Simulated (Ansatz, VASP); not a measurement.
**Na2S in VASP and in Ansatz**

```
CELL_PARAMETERS angstrom
0.00000 3.21778 3.21778
3.21778 0.00000 3.21778
3.21778 3.21778 0.00000
ATOMIC_POSITIONS crystal
Na 0.25000 0.25000 0.25000
Na 0.75000 0.75000 0.75000
S 0.00000 0.00000 0.00000
```

Alike in both runs: task single point; functional PBEsol; k mesh 8 × 8 × 8; occupations gaussian, width 0.02 eV; no spin polarisation.

```csv
,VASP,Ansatz
version,VASP 6.6.1,Ansatz 0.2.0
potentials or method,"VASP PAW PBE potentials, release 64 (Na_pv, S), cutoff 500 eV","scalar-relativistic, plane waves, PAW"
valence electrons in the cell,20,24
```

```tsv
	VASP	Ansatz	Ansatz less VASP
gap on the k mesh at the Fermi level (eV)	2.52	2.53	+0.004
least direct gap on the mesh (eV)	2.52	2.53	+0.004
pressure (GPa)	1.0	1.0	-0.08
```

VASP's potentials were made for PBE, not for PBEsol. VASP's potentials hold 20 valence electrons a cell and Ansatz's 24, so a difference there can come from the potentials and not from the codes.
